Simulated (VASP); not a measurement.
# ZnO (P6_3mc) in VASP: further runs

Runs on ZnO. Level: LDA. Tasks: single point.

Program: VASP 6.6.1. These are calculated values, not measurements. Logs are shortened: lines on timing, memory, paths and dates and some standing lists are left out, and cuts for length are marked.

### 1 The cell of the first run

It takes space group P6_3mc (No. 186, hexagonal). Conventional cell: a = 3.104 Å, b = 3.104 Å, c = 5.023 Å, α = 90.00°, β = 90.00°, γ = 120.00°. Zn (site symmetry 3m) has 4 O at 1.89 to 1.90 Å within 2.5 Å. Within 2.5 Å of O (site symmetry 3m) lie 4 Zn at 1.89 to 1.90 Å.

### 2 Single point, LDA

Contents of INCAR:

```
ALGO = Normal
EDIFF = 1E-7
ENCUT = 520
GGA = CA
ISIF = 2
ISMEAR = 0
LASPH = T
LCHARG = F
LREAL = F
LWAVE = F
NBANDS = 26
NELM = 60
PREC = Accurate
SIGMA = 0.01
```

Contents of KPOINTS:

```
k-points
0
Gamma
  8 8 4
```

Contents of POSCAR:

```
ZnO
1.0
    3.1039907030      0.0000000000      0.0000000000
   -1.5519953515      2.6881348019      0.0000000000
    0.0000000000      0.0000000000      5.0232608455
Zn O
2 2
Direct
    0.3333333333      0.6666666667      0.5005219484
    0.6666666667      0.3333333333      0.0005219484
    0.6666666667      0.3333333333      0.3784880516
    0.3333333333      0.6666666667      0.8784880516
```

Potentials or basis: VASP PAW LDA potentials, release 64 (Zn, O).

On the command line:

```bash
$ cat potpaw_LDA.64/Zn/POTCAR potpaw_LDA.64/O/POTCAR > POTCAR
$ mpirun -np 1 vasp_std > vasp.out
```

OUTCAR:

```text
EDIFF = 1E-7
   ENCUT = 520
   GGA = CA
   ISIF = 2
   ISMEAR = 0
   LASPH = T
   LREAL = F
   NELM = 60
   PREC = Accurate

 ion  position               nearest neighbor table
   1  0.333  0.667  0.501-   3 1.89   3 1.89   3 1.89   4 1.90
   2  0.667  0.333  0.001-   4 1.89   4 1.89   4 1.89   3 1.90
   3  0.667  0.333  0.378-   1 1.89   1 1.89   1 1.89   2 1.90
   4  0.333  0.667  0.878-   2 1.89   2 1.89   2 1.89   1 1.90

  LATTYP: Found a hexagonal cell.
 ALAT       =     3.1039907030
 C/A-ratio  =     1.6183234185

  Lattice vectors:

 A1 = (   3.1039907030,   0.0000000000,   0.0000000000)
 A2 = (  -1.5519953515,   2.6881348019,   0.0000000000)
 A3 = (   0.0000000000,   0.0000000000,   5.0232608455)

Analysis of symmetry for initial positions (statically):
=====================================================================
 Subroutine PRICEL returns:
 Original cell was already a primitive cell.

 Routine SETGRP: Setting up the symmetry group for a
 hexagonal supercell.

 Subroutine GETGRP returns: Found 12 space group operations
 (whereof  6 operations were pure point group operations)
 out of a pool of 24 trial point group operations.

The static configuration has the point symmetry C_3v.
 The point group associated with its full space group is C_6v.

Analysis of symmetry for dynamics (positions and initial velocities):
=====================================================================
 Subroutine PRICEL returns:
 Original cell was already a primitive cell.

 Routine SETGRP: Setting up the symmetry group for a
 hexagonal supercell.

 Subroutine GETGRP returns: Found 12 space group operations
 (whereof  6 operations were pure point group operations)
 out of a pool of 24 trial point group operations.

The dynamic configuration has the point symmetry C_3v.
 The point group associated with its full space group is C_6v.

 Subroutine INISYM returns: Found 12 space group operations
 (whereof  6 operations are pure point group operations),
 and found     1 'primitive' translations

----------------------------------------------------------------------------------------

                                     Primitive cell

  volume of cell :      41.9138

  direct lattice vectors                    reciprocal lattice vectors
     3.103990703  0.000000000  0.000000000     0.322165913  0.186002577  0.000000000
    -1.551995352  2.688134802  0.000000000     0.000000000  0.372005154  0.000000000
     0.000000000  0.000000000  5.023260846     0.000000000  0.000000000  0.199073875

  length of vectors
     3.103990703  3.103990703  5.023260846     0.372005154  0.372005154  0.199073875

  position of ions in fractional coordinates (direct lattice)
     0.333333333  0.666666667  0.500521948
     0.666666667  0.333333333  0.000521948
     0.666666667  0.333333333  0.378488052
     0.333333333  0.666666667  0.878488052

  ion indices of the primitive-cell ions
   primitive index   ion index
                 1           1
                 2           2
                 3           3
                 4           4

----------------------------------------------------------------------------------------

 KPOINTS: k-points

Automatic generation of k-mesh.
 Grid dimensions read from file:
 generate k-points for:    8    8    4

 Generating k-lattice:

  Cartesian coordinates                     Fractional coordinates (reciprocal lattice)
     0.040270739  0.023250322  0.000000000     0.125000000  0.000000000  0.000000000
     0.000000000  0.046500644  0.000000000     0.000000000  0.125000000  0.000000000
     0.000000000  0.000000000  0.049768469     0.000000000  0.000000000  0.250000000

  Length of vectors
     0.046500644  0.046500644  0.049768469

  Shift w.r.t. Gamma in fractional coordinates (k-lattice)
     0.000000000  0.000000000  0.000000000

 Subroutine IBZKPT returns following result:
 ===========================================

 Found     30 irreducible k-points:

 Following reciprocal coordinates:
            Coordinates               Weight
  0.000000  0.000000  0.000000      1.000000
  0.125000 -0.000000  0.000000      6.000000
  0.250000 -0.000000  0.000000      6.000000
  0.375000 -0.000000  0.000000      6.000000
  0.500000 -0.000000  0.000000      3.000000
  0.125000  0.125000  0.000000      6.000000
[... 16 lines left out ...]
  0.250000 -0.000000  0.500000      6.000000
  0.375000 -0.000000  0.500000      6.000000
 [... further k-points ...]
   k-points           NKPTS =     30   k-points in BZ     NKDIM =     30   number of bands    NBANDS=     26
   number of dos      NEDOS =    301   number of ions     NIONS =      4
   total plane-waves  NPLWV =  23040
   dimension x,y,z NGX =    24 NGY =   24 NGZ =   40
   dimension x,y,z NGXF=    48 NGYF=   48 NGZF=   80
   ions per type =               2   2
   NGX,Y,Z   is equivalent  to a cutoff of  12.85, 12.85, 13.24 a.u.
   NGXF,Y,Z  is equivalent  to a cutoff of  25.71, 25.71, 26.48 a.u.
 SYSTEM =  unknown system
   PREC   = accura    normal or accurate (medium, high low for compatibility)
   ISTART =      0    job   : 0-new  1-cont  2-samecut
   ICHARG =      2    charge: 1-file 2-atom 10-const
   ISPIN  =      1    spin polarized calculation?
   LNONCOLLINEAR =      F non collinear calculations
   LSORBIT =      F    spin-orbit coupling
   LASPH  =      T    aspherical Exc in radial PAW
   ENCUT  =  520.0 eV  38.22 Ry    6.18 a.u.   5.77  5.77  9.34*2*pi/ulx,y,z
   NELM   =     60;   NELMIN=  2; NELMDL= -5     # of ELM steps
   EDIFF  = 0.1E-06   stopping-criterion for ELM
   LREAL  =      F    real-space projection
   EDIFFG = 0.1E-05   stopping-criterion for IOM
   NSW    =      0    number of steps for IOM
   IBRION =     -1    ionic relax: 0-MD 1-quasi-New 2-CG
   NFREE  =      0    steps in history (QN), initial steepest desc. (CG)
   ISIF   =      2    stress and relaxation
   ISYM   =      2    0-nonsym 1-usesym 2-fastsym
   POTIM  = 0.5000    time-step for ionic-motion
   TEBEG  =    0.0;   TEEND  =   0.0 temperature during run
   PSTRESS=    0.0 pullay stress
   NELECT =      36.0000    total number of electrons
   NUPDOWN=      -1.0000    fix difference up-down
   EMIN   =  10.00;   EMAX   =-10.00  energy-range for DOS
   EFERMI =   0.00;   METHOD = LEGACY
   ISMEAR =     0;   SIGMA  =   0.01  broadening in eV -4-tet -1-fermi 0-gaus
   EFERMI_NEDOS =   21; number of points for ismear=-14 and -15
   IALGO  =     38    algorithm
   IMIX   =      4    mixing-type and parameters
     AMIX     =   0.40;   BMIX     =  1.00
     AMIX_MAG =   1.60;   BMIX_MAG =  1.00
  volume/ion in A,a.u.               =      10.48        70.71
  Fermi-wavevector in a.u.,A,eV,Ry     =   1.556168  2.940732 32.948687  2.421660
  Thomas-Fermi vector in A             =   2.660003
   LORBIT       =      0    0 simple, 1 ext, 2 COOP (PROOUT), +10 PAW based schemes
   GGA     = CA    functional components
   LHFCALC =     F    Hartree Fock is set to
   AEXX    =    0.0000 exact exchange contribution
   IVDW    =     0    specifies the selected vdW correction
   LEPSILON=     F    determine dielectric tensor
   LRPA    =     F    only Hartree local field effects (RPA)
 non-spin polarized calculation
 Gauss-broadening in eV      SIGMA  =   0.01
  energy-cutoff  :      520.00
  volume of cell :       41.91
 maximum number of plane-waves:      1144
 NGX is ok and might be reduce to    24
   NGX = 11   NGY = 11   NGZ = 19

 number of electron      35.9999998 magnetization

 Free energy of the ion-electron system (eV)
  ---------------------------------------------------
  ext. energy  EPLUGINS =         0.00000000
  ---------------------------------------------------
  free energy    TOTEN  =       -20.96998542 eV

  energy without entropy =      -20.96998542  energy(sigma->0) =      -20.96998542

 E-fermi :   2.2567     XC(G=0): -12.1539

 val. band max:        2.1622185762   @ k =   0.0000   0.0000   0.0000
 cond. band min:       3.0949658921   @ k =   0.0000   0.0000   0.0000
 fundamental gap:      0.9327473159
 Fermi energy:         2.2567339470

 k-point     1 :       0.0000    0.0000    0.0000
  band No.  band energies     occupation
      1     -16.7912      2.00000
      2     -15.8091      2.00000
      3      -4.6572      2.00000
      4      -4.3450      2.00000
      5      -4.3450      2.00000
      6      -4.3065      2.00000
[... 18 lines left out ...]
     25      17.0125      0.00000
     26      17.0125      0.00000

 k-point     2 :       0.1250   -0.0000    0.0000
  band No.  band energies     occupation
      1     -16.6767      2.00000
      2     -15.7576      2.00000
      3      -4.5514      2.00000
      4      -4.4295      2.00000
      5      -4.2868      2.00000
      6      -4.2483      2.00000
[... 18 lines left out ...]
     25      16.9167      0.00000
     26      17.2219      0.00000

 k-point     3 :       0.2500   -0.0000    0.0000
  band No.  band energies     occupation
      1     -16.3788      2.00000
      2     -15.6411      2.00000
      3      -4.7531      2.00000
      4      -4.3194      2.00000
      5      -4.1606      2.00000
      6      -4.1049      2.00000
[... 18 lines left out ...]
     25      16.1065      0.00000
     26      17.0457      0.00000

 k-point     4 :       0.3750   -0.0000    0.0000
  band No.  band energies     occupation
      1     -16.0308      2.00000
      2     -15.5549      2.00000
      3      -4.8555      2.00000
      4      -4.4632      2.00000
      5      -4.0676      2.00000
      6      -3.8543      2.00000
[... 18 lines left out ...]
     25      15.9662      0.00000
     26      17.0916      0.00000

 k-point     5 :       0.5000   -0.0000    0.0000
  band No.  band energies     occupation
      1     -15.8494      2.00000
      2     -15.5496      2.00000
      3      -4.7506      2.00000
      4      -4.6470      2.00000
      5      -4.0410      2.00000
      6      -3.7201      2.00000
[... 18 lines left out ...]
     25      15.7711      0.00000
     26      17.2616      0.00000

 k-point     6 :       0.1250    0.1250    0.0000
  band No.  band energies     occupation
      1     -16.4700      2.00000
      2     -15.6735      2.00000
      3      -4.6224      2.00000
      4      -4.4226      2.00000
      5      -4.1621      2.00000
      6      -4.1370      2.00000
[... 427 lines left out ...]
 k-point    21 :       0.0000    0.0000    0.5000
  band No.  band energies     occupation
      1     -16.3193      2.00000
      2     -16.3193      2.00000
      3      -4.7244      2.00000
      4      -4.7244      2.00000
      5      -4.2578      2.00000
      6      -4.2578      2.00000
[... 18 lines left out ...]
     25      15.8428      0.00000
     26      15.8428      0.00000

 k-point    22 :       0.1250   -0.0000    0.5000
  band No.  band energies     occupation
      1     -16.2315      2.00000
      2     -16.2315      2.00000
      3      -4.7772      2.00000
      4      -4.7772      2.00000
      5      -4.2162      2.00000
      6      -4.2162      2.00000
[... 18 lines left out ...]
     25      16.0094      0.00000
     26      16.0094      0.00000

 k-point    23 :       0.2500   -0.0000    0.5000
  band No.  band energies     occupation
      1     -16.0125      2.00000
      2     -16.0125      2.00000
      3      -4.9094      2.00000
      4      -4.9094      2.00000
      5      -4.0648      2.00000
      6      -4.0648      2.00000
[... 18 lines left out ...]
     25      16.3056      0.00000
     26      16.3056      0.00000

 k-point    24 :       0.3750   -0.0000    0.5000
  band No.  band energies     occupation
      1     -15.7830      2.00000
      2     -15.7830      2.00000
      3      -5.0094      2.00000
      4      -5.0094      2.00000
      5      -3.8583      2.00000
      6      -3.8583      2.00000
[... 18 lines left out ...]
     25      16.4589      0.00000
     26      16.4589      0.00000

 [... further k-points ...]
[... 5 lines left out ...]
  --------------------------------------------------------------------------------------
  -------------------------------------------------------------------------------------
  Total        4.4161173      4.4161173      4.4245594      0.0000000      0.0000000      0.0000000
  in kB      168.8083769    168.8083769    169.1310831      0.0000000      0.0000000      0.0000000
  external PRESSURE =     168.9159457 kB  Pullay stress =       0.0000000 kB

 VOLUME and BASIS-vectors are now :
 -----------------------------------------------------------------------------
  energy-cutoff  :      520.00
  volume of cell :       41.91
      direct lattice vectors                 reciprocal lattice vectors
     3.103990703  0.000000000  0.000000000     0.322165913  0.186002577  0.000000000
    -1.551995352  2.688134802  0.000000000     0.000000000  0.372005154  0.000000000
     0.000000000  0.000000000  5.023260846     0.000000000  0.000000000  0.199073875

 POSITION                                       TOTAL-FORCE (eV/Angst)
 -----------------------------------------------------------------------------------
     -0.00000      1.79209      2.51425         0.000000     -0.000000      0.002040
      1.55200      0.89604      0.00262        -0.000000      0.000000      0.002040
      1.55200      0.89604      1.90124         0.000000      0.000000     -0.002040
     -0.00000      1.79209      4.41287        -0.000000     -0.000000     -0.002040
 -----------------------------------------------------------------------------------
    total drift:                               -0.000000     -0.000001     -0.001378

  FREE ENERGIE OF THE ION-ELECTRON SYSTEM (eV)
  ---------------------------------------------------
  free  energy   TOTEN  =       -20.9699854187 eV

  energy  without entropy=      -20.9699854187  energy(sigma->0) =      -20.96998542
```

Wall time 39 s (1 thread of Intel Xeon 8259CL, shared host); peak memory 0.15 GiB.

What came out:

```yaml
Free_energy: -20.9700 eV
Pressure: 16.9 GPa
Band_gap_on_the_k_mesh: 0.93 eV, direct
```

Forces in eV/Å, atoms in the order of the input:
```
Zn   0.000  0.000  0.002
Zn   0.000  0.000  0.002
O    0.000  0.000 -0.002
O    0.000  0.000 -0.002
```

Expect the measured gap to be larger: semilocal functionals such as LDA lack the derivative discontinuity.

[end of part 1 of 2]
